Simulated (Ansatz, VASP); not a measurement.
One calculation of Te2Mo, two programs

```
Te Mo
1.0
     6.33439    0.00000    0.00603
     0.00000    3.38804    0.00000
    -0.05117    0.00000   36.16252
Te Mo
4 2
Direct
  0.07705 0.75000 0.44272
  0.92295 0.25000 0.55728
  0.56776 0.25000 0.45860
  0.43224 0.75000 0.54140
  0.81754 0.75000 0.50238
  0.18246 0.25000 0.49762
```

Alike in both runs: functional PBE; dispersion D3(BJ); k mesh 6 × 10 × 1; occupations gaussian, width 0.1 eV; no spin polarisation.

Ansatz relaxed the structure, and its values are those at the end. VASP's run is a single point on that final structure, the one shown.

```csv
,VASP,Ansatz
version,VASP 6.6.1,Ansatz 0.2.0
potentials or method,"VASP PAW PBE potentials, release 64 (Te, Mo_sv), cutoff 520 eV","scalar-relativistic, plane waves, PAW"
valence electrons in the cell,52,92
```

VASP gave:

* gap on the k mesh at the Fermi level (eV): none
* rms of the force components (eV/Å): 0.006

Q: Estimate Ansatz's values.

A: gap on the k mesh at the Fermi level (eV): none; rms of the force components (eV/Å): 0.001.

A gap of «none» marks a metal or a gap that the smearing closes. VASP's potentials hold 52 valence electrons a cell and Ansatz's 92, so a difference there can come from the potentials and not from the codes.

Spin-orbit coupling is off throughout.
